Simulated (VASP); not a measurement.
Set up this calculation in VASP 6.6.1, as the native input.

| Property | Result |
| --- | --- |
| Task | single point |
| Functional | PBEsol |
| Potentials or basis | VASP PAW PBE potentials, release 64 (Sn_d, O) |
| Cutoff | 520 eV |
| k mesh | 4 × 2 × 4 |
| Occupations | fermi-dirac, width 0.05 eV |
| Spin | no spin polarisation |
| Dipole correction | no |
| Further INCAR settings | ALGO = Normal; EDIFF = 1e-06; NBANDS = 50 |

The structure of SnO lies in POSCAR:

```
SnO
1.0
    3.7980954678      0.0000091714     -0.0000585185
    0.0000378085      7.5846431977     -0.0000054670
   -0.0000939416     -0.0000043410      4.7248479881
Sn O
4 4
Direct
    0.0083649466      0.2581947840      0.2464515338
    0.5083456994      0.0081950547      0.7556254617
    0.0083624456      0.7581947175      0.2464521536
    0.5083502115      0.5081950938      0.7556254932
    0.5083512475      0.2581937720      0.0013299805
    0.0083564984      0.0081934772      0.0007469840
    0.5083516373      0.7581936708      0.0013303331
    0.0083562662      0.5081939739      0.0007473955
```

The input as run:

INCAR

```
  PREC = Accurate
  ENCUT = 520
  EDIFF = 1E-6
  ISMEAR = -1
  SIGMA = 0.05
  LREAL = False
  LASPH = True
  NELM = 60
  ALGO = Normal
  ISIF = 2
  LWAVE = False
  LCHARG = False
  GGA = PS
  NBANDS = 50
```

KPOINTS

```
Automatic mesh
0
Gamma
  4 2 4
```

Potentials or basis: VASP PAW PBE potentials, release 64 (Sn_d, O).

Launch:

```console
$ cat potpaw_PBE.64/Sn_d/POTCAR potpaw_PBE.64/O/POTCAR > POTCAR
$ mpirun -np 1 vasp_std > vasp.out
```

It gave:

The pressure is 0.2 GPa and the largest force is 0.086 eV/Å. The band gap on the k mesh is zero (bands 40 and 41 overlap by 0.19 eV).

Caveat: the k points lie up to 0.41 Å⁻¹ apart; semilocal functionals underestimate gaps, so a narrow gap can read as zero; the PAW data sets were made with another functional, which shifts forces and pressure a little; spin-orbit coupling is left out, which moves the levels of the heavy elements.

Wall time 2.1 min on 1 thread of Intel(R) Xeon(R) Platinum 8259CL CPU @ 2.50GHz (Skylake/Cascade Lake), with other jobs on the host, peak memory 0.27 GiB.
